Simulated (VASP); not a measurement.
# ZnO (P6_3mc) in VASP: further runs

ZnO is run at these levels: r2SCAN; tasks: single point.

Everything below comes from runs of VASP 6.6.1. Logs are shortened: lines on timing, memory, paths and dates and some standing lists are left out, and cuts for length are marked.

### Step 1. The cell of the first run

It takes space group P6_3mc (No. 186, hexagonal). The conventional cell has a = 3.415 Å, b = 3.415 Å, c = 4.676 Å, α = 90.00°, β = 90.00°, γ = 120.00°. Within 2.4 Å of Zn (site symmetry 3m) lie 4 O at 1.78 to 2.05 Å. Within 2.4 Å of O (site symmetry 3m) lie 4 Zn at 1.78 to 2.05 Å.

### Step 2. Single point, r2SCAN

The input, POSCAR:

```
ZnO
1.0
    3.4152951329      0.0000000000      0.0000000000
   -1.7076475664      2.9577323465      0.0000000000
    0.0000000000      0.0000000000      4.6762928014
Zn O
2 2
Direct
    0.3333333333      0.6666666667      0.0012360745
    0.6666666667      0.3333333333      0.5012360745
    0.3333333333      0.6666666667      0.3808639255
    0.6666666667      0.3333333333      0.8808639255
```

The input, INCAR.step1:

```
SYSTEM = ZnO
PREC = Accurate
ENCUT = 520
ISMEAR = 0
SIGMA = 0.05
LREAL = .FALSE.
LASPH = .TRUE.
NELM = 80
NBANDS = 26
GGA = PE
ALGO = Normal
EDIFF = 1E-4
LWAVE = .TRUE.
LCHARG = .FALSE.
```

The input, INCAR.step2:

```
SYSTEM = ZnO
PREC = Accurate
ENCUT = 520
EDIFF = 1E-6
ISMEAR = 0
SIGMA = 0.05
LREAL = .FALSE.
LASPH = .TRUE.
NELM = 80
ALGO = Normal
ISIF = 2
LWAVE = .FALSE.
LCHARG = .FALSE.
METAGGA = R2SCAN
LMIXTAU = .TRUE.
NBANDS = 26
ISTART = 1
```

The input, KPOINTS:

```
Automatic mesh
0
G
  12 12 6
  0 0 0
```

Potentials or basis: VASP PAW PBE potentials, release 64 (Zn, O).

Launch:

```bash
cat potpaw_PBE.64/Zn/POTCAR potpaw_PBE.64/O/POTCAR > POTCAR
cp INCAR.step1 INCAR
mpirun -np 1 vasp_std > vasp.out
cp INCAR.step2 INCAR
mpirun -np 1 vasp_std > vasp.out
```

OUTCAR:

```text
SYSTEM = ZnO
   PREC = Accurate
   ENCUT = 520
   EDIFF = 1E-6
   ISMEAR = 0
   LREAL = .FALSE.
   LASPH = .TRUE.
   NELM = 80
   ISIF = 2
   METAGGA = R2SCAN
   ISTART = 1

 ion  position               nearest neighbor table
   1  0.333  0.667  0.001-   3 1.78   4 2.05   4 2.05   4 2.05
   2  0.667  0.333  0.501-   4 1.78   3 2.05   3 2.05   3 2.05
   3  0.333  0.667  0.381-   1 1.78   2 2.05   2 2.05   2 2.05
   4  0.667  0.333  0.881-   2 1.78   1 2.05   1 2.05   1 2.05

  LATTYP: Found a hexagonal cell.
 ALAT       =     3.4152951329
 C/A-ratio  =     1.3692207026

  Lattice vectors:

 A1 = (   3.4152951329,   0.0000000000,   0.0000000000)
 A2 = (  -1.7076475664,   2.9577323465,   0.0000000000)
 A3 = (   0.0000000000,   0.0000000000,   4.6762928014)

Analysis of symmetry for initial positions (statically):
=====================================================================
 Subroutine PRICEL returns:
 Original cell was already a primitive cell.

 Routine SETGRP: Setting up the symmetry group for a
 hexagonal supercell.

 Subroutine GETGRP returns: Found 12 space group operations
 (whereof  6 operations were pure point group operations)
 out of a pool of 24 trial point group operations.

The static configuration has the point symmetry C_3v.
 The point group associated with its full space group is C_6v.

Analysis of symmetry for dynamics (positions and initial velocities):
=====================================================================
 Subroutine PRICEL returns:
 Original cell was already a primitive cell.

 Routine SETGRP: Setting up the symmetry group for a
 hexagonal supercell.

 Subroutine GETGRP returns: Found 12 space group operations
 (whereof  6 operations were pure point group operations)
 out of a pool of 24 trial point group operations.

The dynamic configuration has the point symmetry C_3v.
 The point group associated with its full space group is C_6v.

 Subroutine INISYM returns: Found 12 space group operations
 (whereof  6 operations are pure point group operations),
 and found     1 'primitive' translations

----------------------------------------------------------------------------------------

                                     Primitive cell

  volume of cell :      47.2377

  direct lattice vectors                    reciprocal lattice vectors
     3.415295133  0.000000000  0.000000000     0.292800464  0.169048427  0.000000000
    -1.707647566  2.957732346  0.000000000     0.000000000  0.338096854  0.000000000
[... 86 lines left out ...]
   LASPH  =      T    aspherical Exc in radial PAW
   ENCUT  =  520.0 eV  38.22 Ry    6.18 a.u.   6.35  6.35  8.69*2*pi/ulx,y,z
   NELM   =     80;   NELMIN=  2; NELMDL=  0     # of ELM steps
   EDIFF  = 0.1E-05   stopping-criterion for ELM
   LREAL  =      F    real-space projection
   EDIFFG = 0.1E-04   stopping-criterion for IOM
   NSW    =      0    number of steps for IOM
   IBRION =     -1    ionic relax: 0-MD 1-quasi-New 2-CG
   NFREE  =      0    steps in history (QN), initial steepest desc. (CG)
   ISIF   =      2    stress and relaxation
   ISYM   =      2    0-nonsym 1-usesym 2-fastsym
   POTIM  = 0.5000    time-step for ionic-motion
   TEBEG  =    0.0;   TEEND  =   0.0 temperature during run
   PSTRESS=    0.0 pullay stress
   NELECT =      36.0000    total number of electrons
   NUPDOWN=      -1.0000    fix difference up-down
   EMIN   =  10.00;   EMAX   =-10.00  energy-range for DOS
   EFERMI =   0.00;   METHOD = LEGACY
   ISMEAR =     0;   SIGMA  =   0.05  broadening in eV -4-tet -1-fermi 0-gaus
   EFERMI_NEDOS =   21; number of points for ismear=-14 and -15
   IALGO  =     38    algorithm
   IMIX   =      4    mixing-type and parameters
     AMIX     =   0.40;   BMIX     =  1.00
     AMIX_MAG =   1.60;   BMIX_MAG =  1.00
  volume/ion in A,a.u.               =      11.81        79.69
  Fermi-wavevector in a.u.,A,eV,Ry     =   1.495361  2.825823 30.424051  2.236105
  Thomas-Fermi vector in A             =   2.607516
   LORBIT       =      0    0 simple, 1 ext, 2 COOP (PROOUT), +10 PAW based schemes
   METAGGA = R2SCAN    functional components
   LHFCALC =     F    Hartree Fock is set to
   AEXX    =    0.0000 exact exchange contribution
   IVDW    =     0    specifies the selected vdW correction
   LEPSILON=     F    determine dielectric tensor
   LRPA    =     F    only Hartree local field effects (RPA)
 non-spin polarized calculation
 Gauss-broadening in eV      SIGMA  =   0.05
  energy-cutoff  :      520.00
  volume of cell :       47.24
 maximum number of plane-waves:      1291
 NGX is ok and might be reduce to    28

 number of electron      35.9999980 magnetization

 Free energy of the ion-electron system (eV)
  ---------------------------------------------------
  ext. energy  EPLUGINS =         0.00000000
  ---------------------------------------------------
  free energy    TOTEN  =       -35.59273278 eV

  energy without entropy =      -35.59273278  energy(sigma->0) =      -35.59273278

 E-fermi :   1.1501     XC(G=0): -11.6804

 val. band max:        0.9434053746   @ k =   0.0000   0.0000   0.0000
 cond. band min:       2.1591494300   @ k =   0.0000   0.0000   0.0000
 fundamental gap:      1.2157440554
 Fermi energy:         1.1500958121

 k-point     1 :       0.0000    0.0000    0.0000
  band No.  band energies     occupation
      1     -18.3167      2.00000
      2     -17.3811      2.00000
      3      -4.9721      2.00000
      4      -4.9123      2.00000
      5      -4.9123      2.00000
      6      -4.6038      2.00000
[... 685 lines left out ...]
     25      14.6822      0.00000
     26      15.0556      0.00000

 [... further k-points ...]
[... 5 lines left out ...]
  --------------------------------------------------------------------------------------
  -------------------------------------------------------------------------------------
  Total       -2.4904509     -2.4904509     11.7094508     -0.0000000     -0.0000000      0.0000000
  in kB      -84.4694692    -84.4694692    397.1534168     -0.0000000     -0.0000000      0.0000000
  external PRESSURE =      76.0714928 kB  Pullay stress =       0.0000000 kB

 VOLUME and BASIS-vectors are now :
 -----------------------------------------------------------------------------
  energy-cutoff  :      520.00
  volume of cell :       47.24
      direct lattice vectors                 reciprocal lattice vectors
     3.415295133  0.000000000  0.000000000     0.292800464  0.169048427  0.000000000
    -1.707647566  2.957732346  0.000000000     0.000000000  0.338096854  0.000000000
     0.000000000  0.000000000  4.676292801     0.000000000  0.000000000  0.213844608

 POSITION                                       TOTAL-FORCE (eV/Angst)
 -----------------------------------------------------------------------------------
     -0.00000      1.97182      0.00578        -0.000000      0.000000     -2.842972
      1.70765      0.98591      2.34393         0.000000      0.000000     -2.842972
     -0.00000      1.97182      1.78103        -0.000000      0.000000      2.842972
      1.70765      0.98591      4.11918         0.000000      0.000000      2.842972
 -----------------------------------------------------------------------------------
    total drift:                                0.000000      0.000000     -0.005906

  FREE ENERGIE OF THE ION-ELECTRON SYSTEM (eV)
  ---------------------------------------------------
  free  energy   TOTEN  =       -35.5927327757 eV

  energy  without entropy=      -35.5927327757  energy(sigma->0) =      -35.59273278
```

OUTCAR.step1:

```text
SYSTEM = ZnO
   PREC = Accurate
   ENCUT = 520
   ISMEAR = 0
   LREAL = .FALSE.
   LASPH = .TRUE.
   NELM = 80
[... 927 lines left out ...]
      1.70765      0.98591      2.34393         0.000000     -0.000000     -2.824708
     -0.00000      1.97182      1.78103         0.000000     -0.000000      2.824708
      1.70765      0.98591      4.11918        -0.000000      0.000000      2.824708
 -----------------------------------------------------------------------------------
    total drift:                               -0.000000      0.000000      0.001525

  FREE ENERGIE OF THE ION-ELECTRON SYSTEM (eV)
  ---------------------------------------------------
  free  energy   TOTEN  =       -17.0918618779 eV

  energy  without entropy=      -17.0918618779  energy(sigma->0) =      -17.09186188
```

OSZICAR.step1:

```text
N       E                     dE             d eps       ncg     rms          rms(c)
DAV:   1     0.294888772281E+03    0.29489E+03   -0.18250E+04  4024   0.203E+03
DAV:   2     0.107280267997E+02   -0.28416E+03   -0.26668E+03  4130   0.409E+02
DAV:   3    -0.199373365340E+02   -0.30665E+02   -0.30289E+02  4346   0.138E+02
DAV:   4    -0.205165889417E+02   -0.57925E+00   -0.57799E+00  4314   0.193E+01
DAV:   5    -0.205194461378E+02   -0.28572E-02   -0.28571E-02  4288   0.141E+00    0.164E+01
DAV:   6    -0.169043594060E+02    0.36151E+01   -0.66662E+00  6306   0.633E+01    0.100E+01
DAV:   7    -0.171352800281E+02   -0.23092E+00   -0.31955E+00  4006   0.174E+01    0.594E+00
DAV:   8    -0.171462340263E+02   -0.10954E-01   -0.53792E-01  5820   0.782E+00    0.174E+00
DAV:   9    -0.170886504927E+02    0.57584E-01   -0.11512E-01  5698   0.672E+00    0.307E-01
DAV:  10    -0.170917095187E+02   -0.30590E-02   -0.41159E-02  3990   0.138E+00    0.138E-01
DAV:  11    -0.170918099706E+02   -0.10045E-03   -0.57657E-04  4198   0.199E-01    0.326E-02
DAV:  12    -0.170918618779E+02   -0.51907E-04   -0.50669E-05  2866   0.128E-01
   1 F= -.17091862E+02 E0= -.17091862E+02  d E =-.947660E-18
```

Run time: 4.7 min. Hardware: 1 thread of Intel Xeon 6975P-C, shared host; peak memory 0.22 GiB.

Results:

| Quantity | Value |
| --- | --- |
| Free energy | -35.5927 eV |
| Pressure | 7.6 GPa |
| Largest force | 2.843 eV/Å |
| Band gap on the k mesh | 1.22 eV, direct |

Forces on the atoms (eV/Å):
```
Zn   0.000  0.000 -2.843
Zn   0.000  0.000 -2.843
O    0.000  0.000  2.843
O    0.000  0.000  2.843
```

Stress tensor (GPa, compression positive):
```
-8.45  0.00  0.00
 0.00 -8.45  0.00
 0.00  0.00 39.72
```

Caveat: the PAW data sets were made with another functional, which shifts forces and pressure a little.

### Step 3. Single point, r2SCAN

This run uses another cell than the first one, of the same volume but with other edges.

The input, POSCAR:

```
ZnO
1.0
    3.0444403252      0.0000000000      0.0000000000
   -1.5222201626      2.6365626620      0.0000000000
    0.0000000000      0.0000000000      5.8849563123
Zn O
2 2
Direct
    0.3333333333      0.6666666667      0.0012360745
    0.6666666667      0.3333333333      0.5012360745
    0.3333333333      0.6666666667      0.3808639255
    0.6666666667      0.3333333333      0.8808639255
```

The input, INCAR.step1:

```
ALGO = Normal
EDIFF = 1E-4
ENCUT = 520
GGA = PE
ISMEAR = 0
LASPH = True
LCHARG = False
LREAL = False
LWAVE = True
NBANDS = 26
NELM = 80
PREC = Accurate
SIGMA = 0.05
```

The input, INCAR.step2:

```
ALGO = Normal
EDIFF = 1E-6
ENCUT = 520
ISIF = 2
ISMEAR = 0
ISTART = 1
LASPH = True
LCHARG = False
LMIXTAU = True
LREAL = False
LWAVE = False
METAGGA = R2SCAN
NBANDS = 26
NELM = 80
PREC = Accurate
SIGMA = 0.05
```

The input, KPOINTS:

```
k-points
0
Gamma
  12 12 6
```

Potentials or basis: VASP PAW PBE potentials, release 64 (Zn, O).

Launch:

```bash
cat potpaw_PBE.64/Zn/POTCAR potpaw_PBE.64/O/POTCAR > POTCAR
cp INCAR.step1 INCAR
mpirun -np 1 vasp_std > vasp.out
cp INCAR.step2 INCAR
mpirun -np 1 vasp_std > vasp.out
```

Run time: 3.2 min. Hardware: 1 thread of Intel Xeon 6975P-C, shared host; peak memory 0.22 GiB.

The run converged. Its results:

```
Free energy            : -35.6198 eV
Pressure               : 7.6 GPa
Largest force          : 0.938 eV/Å
Band gap on the k mesh : 0.70 eV, direct
```

Forces in eV/Å, atoms in the order of the input:
```
Zn   0.000  0.000  0.938
Zn   0.000  0.000  0.938
O    0.000  0.000 -0.938
O    0.000  0.000 -0.938
```

Stress tensor (GPa, compression positive):
```
 19.75   0.00   0.00
  0.00  19.75   0.00
  0.00   0.00 -16.73
```

Levels at points of the mesh, in eV from the valence-band top:
| k point | band 14 | band 15 | band 16 | band 17 | band 18 | band 19 | band 20 | band 21 | band 22 | band 23 |
| --- | --- | --- | --- | --- | --- | --- | --- | --- | --- | --- |
| (0.00, 0.00, 0.00) | -0.78 | -0.43 | -0.43 | 0.00 | 0.00 | 0.70 | 5.96 | 7.35 | 11.98 | 15.41 |
| (0.50, 0.00, 0.00) | -4.11 | -2.90 | -1.91 | -1.71 | -1.10 | 6.14 | 6.86 | 7.20 | 9.07 | 10.75 |
| (0.00, 0.00, 0.50) | -2.94 | -0.22 | -0.22 | -0.22 | -0.22 | 3.39 | 3.39 | 9.63 | 9.63 | 15.70 |
| (0.50, 0.00, 0.50) | -4.28 | -2.03 | -2.03 | -1.50 | -1.50 | 5.67 | 5.67 | 8.86 | 8.86 | 11.81 |

Caveat: the PAW data sets were made with another functional, which shifts forces and pressure a little.
